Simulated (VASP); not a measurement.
# KF in VASP: notebook

Runs on KF. Level: PBEsol. Tasks: electric field gradients.

Everything below comes from runs of VASP 6.6.1. Logs are shortened: lines on timing, memory, paths and dates and some standing lists are left out, and cuts for length are marked.

## (1) The cell of the first run

It takes space group I4/mmm (No. 139, tetragonal). Conventional cell: a = 3.781 Å, b = 3.781 Å, c = 5.454 Å, α = 90.00°, β = 90.00°, γ = 90.00°. Within 3.5 Å of K (site symmetry 4/mmm) lie 6 F at 2.67 to 2.73 Å. F (site symmetry 4/mmm) has 6 K at 2.67 to 2.73 Å within 3.5 Å.

## (2) Electric field gradients, PBEsol (zz strain of +2 %)

INCAR

```
SYSTEM = KF
ALGO = Normal ; EDIFF = 1E-8
ENCUT = 520 ; GGA = PS
ISIF = 2 ; ISMEAR = -1
LASPH = .True. ; LCHARG = .False.
LEFG = .True. ; LREAL = .False.
LWAVE = .False. ; NBANDS = 15
NELM = 60 ; PREC = Accurate
SIGMA = 0.01
```

KPOINTS

```
k-points
0
Gamma
  9 9 9
  0 0 0
```

POSCAR

```
KF
1.0
    0.0000000000      2.6735000000      2.7269700000
    2.6735000000      0.0000000000      2.7269700000
    2.6735000000      2.6735000000      0.0000000000
K F
1 1
Direct
    0.0000000000      0.0000000000      0.0000000000
    0.5000000000      0.5000000000      0.5000000000
```

Potentials or basis: VASP PAW PBE potentials, release 64 (K_sv, F).

Started as:

```console
cat potpaw_PBE.64/K_sv/POTCAR potpaw_PBE.64/F/POTCAR > POTCAR
mpirun -np 1 vasp_std > vasp.out
```

OUTCAR:

```text
SYSTEM = KF
   EDIFF = 1E-8
   ENCUT = 520
   GGA = PS
   ISIF = 2
   ISMEAR = -1
   LASPH = .True.
   LREAL = .False.
   NELM = 60
   PREC = Accurate

 ion  position               nearest neighbor table
   1  0.000  0.000  0.000-   2 2.67   2 2.67   2 2.67   2 2.67   2 2.73   2 2.73
   2  0.500  0.500  0.500-   1 2.67   1 2.67   1 2.67   1 2.67   1 2.73   1 2.73

  LATTYP: Found a body centered tetragonal cell.
 ALAT       =     3.7808999590
 C/A-ratio  =     1.4424978336

  Lattice vectors:

 A1 = (  -2.6735000000,   0.0000000000,   2.7269700000)
 A2 = (   2.6735000000,   0.0000000000,   2.7269700000)
 A3 = (   0.0000000000,   2.6735000000,  -2.7269700000)

Analysis of symmetry for initial positions (statically):
=====================================================================
 Subroutine PRICEL returns:
 Original cell was already a primitive cell.

 Routine SETGRP: Setting up the symmetry group for a
 body centered tetragonal supercell.

 Subroutine GETGRP returns: Found 16 space group operations
 (whereof 16 operations were pure point group operations)
 out of a pool of 16 trial point group operations.

The static configuration has the point symmetry D_4h.

Analysis of symmetry for dynamics (positions and initial velocities):
=====================================================================
 Subroutine PRICEL returns:
 Original cell was already a primitive cell.

 Routine SETGRP: Setting up the symmetry group for a
 body centered tetragonal supercell.

 Subroutine GETGRP returns: Found 16 space group operations
 (whereof 16 operations were pure point group operations)
 out of a pool of 16 trial point group operations.

The dynamic configuration has the point symmetry D_4h.

 Subroutine INISYM returns: Found 16 space group operations
 (whereof 16 operations are pure point group operations),
 and found     1 'primitive' translations

----------------------------------------------------------------------------------------

                                     Primitive cell

  volume of cell :      38.9826

  direct lattice vectors                    reciprocal lattice vectors
     0.000000000  2.673500000  2.726970000    -0.187020759  0.187020759  0.183353686
     2.673500000  0.000000000  2.726970000     0.187020759 -0.187020759  0.183353686
[... 136 lines left out ...]
 fundamental gap:      5.9142892674
 Fermi energy:        -2.6908035589

 k-point     1 :       0.0000    0.0000    0.0000
  band No.  band energies     occupation
      1     -28.9866      2.00000
      2     -21.4798      2.00000
      3     -12.3177      2.00000
      4     -12.3119      2.00000
      5     -12.3119      2.00000
      6      -2.9788      2.00000
      7      -2.9531      2.00000
      8      -2.9531      2.00000
      9       2.9612      0.00000
     10       7.5390      0.00000
     11       7.6573      0.00000
     12       7.6573      0.00000
     13       9.1682      0.00000
     14       9.3551      0.00000
[... 401 lines left out ...]
      2     -21.4929      2.00000
      3     -12.8249      2.00000
      4     -12.4972      2.00000
      5     -12.4972      2.00000
      6      -3.2445      2.00000
      7      -3.0110      2.00000
      8      -3.0110      2.00000
      9       5.2166      0.00000
     10       6.9108      0.00000
     11       8.5304      0.00000
     12      10.4883      0.00000
     13      10.9802      0.00000
     14      10.9802      0.00000
     15      12.7777      0.00000

 [... further k-points ...]

------------------------ aborting loop because EDIFF is reached ----------------------------------------

  FORCE on cell =-STRESS in cart. coord.  units (eV):
  Direction    XX          YY          ZZ          XY          YZ          ZX
  --------------------------------------------------------------------------------------
  -------------------------------------------------------------------------------------
  Total       -0.2287804     -0.2287804     -0.4317648      0.0000000      0.0000000      0.0000000
  in kB       -9.4028323     -9.4028323    -17.7454507      0.0000000      0.0000000      0.0000000
  external PRESSURE =     -12.1837051 kB  Pullay stress =       0.0000000 kB

 VOLUME and BASIS-vectors are now :
 -----------------------------------------------------------------------------
  energy-cutoff  :      520.00
  volume of cell :       38.98
      direct lattice vectors                 reciprocal lattice vectors
     0.000000000  2.673500000  2.726970000    -0.187020759  0.187020759  0.183353686
     2.673500000  0.000000000  2.726970000     0.187020759 -0.187020759  0.183353686
     2.673500000  2.673500000  0.000000000     0.187020759  0.187020759 -0.183353686

 POSITION                                       TOTAL-FORCE (eV/Angst)
 -----------------------------------------------------------------------------------
      0.00000      0.00000      0.00000        -0.000000     -0.000000      0.000000
      2.67350      2.67350      2.72697         0.000000      0.000000      0.000000
 -----------------------------------------------------------------------------------
    total drift:                                0.000000      0.000000      0.000000

  FREE ENERGIE OF THE ION-ELECTRON SYSTEM (eV)
  ---------------------------------------------------
  free  energy   TOTEN  =        -8.5143604488 eV

  energy  without entropy=       -8.5143604488  energy(sigma->0) =       -8.51436045

 Electric field gradients (V/A^2)
---------------------------------------------------------------------
 ion       V_xx      V_yy      V_zz      V_xy      V_xz      V_yz
---------------------------------------------------------------------
   1      -2.463    -2.463     4.925     0.000     0.000     0.000
   2      -1.103    -1.103     2.205     0.010     0.007     0.007
---------------------------------------------------------------------

 Electric field gradients after diagonalization (V/A^2)
 (convention: |V_zz| > |V_xx| > |V_yy|)
----------------------------------------------------------------------
 ion       V_xx      V_yy      V_zz     asymmetry (V_yy - V_xx)/ V_zz
----------------------------------------------------------------------
   1      -2.463    -2.462     4.925       0.000
   2      -1.112    -1.093     2.205       0.009
----------------------------------------------------------------------

           NMR quadrupolar parameters

 Cq : quadrupolar parameter    Cq=e*Q*V_zz/h
 eta: asymmetry parameters     (V_yy - V_xx)/ V_zz
 Q  : nuclear electric quadrupole moment in mb (millibarn)
----------------------------------------------------------------------
 ion       Cq(MHz)       eta       Q (mb)
----------------------------------------------------------------------
   1       0.012       0.000       1.000
   2       0.005       0.009       1.000
----------------------------------------------------------------------
```

OSZICAR:

```text
N       E                     dE             d eps       ncg     rms          rms(c)
DAV:   1     0.105068713410E+03    0.10507E+03   -0.81493E+03  2250   0.102E+03
DAV:   2    -0.540403930222E+01   -0.11047E+03   -0.10207E+03  2952   0.279E+02
DAV:   3    -0.954155335411E+01   -0.41375E+01   -0.41196E+01  2963   0.481E+01
DAV:   4    -0.964616259630E+01   -0.10461E+00   -0.10460E+00  3063   0.713E+00
DAV:   5    -0.964732792996E+01   -0.11653E-02   -0.11653E-02  3044   0.679E-01    0.586E+00
DAV:   6    -0.855631130689E+01    0.10910E+01   -0.30358E+00  2446   0.138E+01    0.395E+00
DAV:   7    -0.851973357793E+01    0.36578E-01   -0.66652E-02  2803   0.221E+00    0.224E+00
DAV:   8    -0.851218387709E+01    0.75497E-02   -0.51943E-02  2684   0.224E+00    0.210E-01
DAV:   9    -0.851372505066E+01   -0.15412E-02   -0.44280E-03  2754   0.556E-01    0.122E-01
DAV:  10    -0.851412961702E+01   -0.40457E-03   -0.37337E-04  2488   0.170E-01    0.802E-02
DAV:  11    -0.851436027497E+01   -0.23066E-03   -0.21686E-04  2376   0.107E-01    0.150E-02
DAV:  12    -0.851436015775E+01    0.11722E-06   -0.11617E-05  2879   0.334E-02    0.514E-03
DAV:  13    -0.851436036391E+01   -0.20616E-06   -0.25722E-06  2474   0.137E-02    0.246E-03
DAV:  14    -0.851436041376E+01   -0.49844E-07   -0.67614E-08  2922   0.252E-03    0.559E-04
DAV:  15    -0.851436044248E+01   -0.28721E-07   -0.43388E-09  1998   0.502E-04    0.807E-05
DAV:  16    -0.851436044876E+01   -0.62880E-08   -0.88440E-10  1440   0.259E-04
   1 F= -.85143604E+01 E0= -.85143604E+01  d E =-.148674E-13
```

stdout:

```text
POSCAR found type information on POSCAR K F
 POSCAR found :  2 types and       2 ions
 scaLAPACK will be used
 -----------------------------------------------------------------------------
|                                                                             |
|                                                                             |
|     You enforced a specific xc type in the INCAR file but a different       |
|     I HOPE YOU KNOW WHAT YOU ARE DOING!                                     |
|                                                                             |
 -----------------------------------------------------------------------------

 LDA part: xc-table for (Slater+PW92), standard interpolation
 POSCAR, INCAR and KPOINTS ok, starting setup
 FFT: planning ... GRIDC
 FFT: planning ... GRID_SOFT
 FFT: planning ... GRID
 WAVECAR not read
 entering main loop
ion   1

ion   2
```

Wall time 35 s (1 thread of Intel Xeon Platinum 8488C (Sapphire Rapids), shared host); peak memory 0.18 GiB.

Results:

```yaml
Free_energy: -8.5144 eV
Pressure: -1.2 GPa
Band_gap_on_the_k_mesh: 5.91 eV
Largest_electric_field_gradient_by_atom: K +4.9; F +2.2 V/Å²
```

Stress tensor (GPa, compression positive):
```
-0.94  0.00  0.00
 0.00 -0.94  0.00
 0.00  0.00 -1.77
```

Electric field gradients, principal values (V/Å²):
```tsv
atom	least	middle	greatest (by size)
1 K	-2.462	-2.463	4.925
2 F	-1.093	-1.112	2.205
```

Caveat: the cell differs from its parent crystal (zz strain of +2 %); without QUAD_EFG the Cq values of the log hold for a quadrupole moment of 1 mb, not for the nuclei; the PAW data sets were made with another functional, which shifts forces and pressure a little; an odd mesh through Γ misses points on the zone boundary, where band edges can lie.

[end of part 1 of 3]
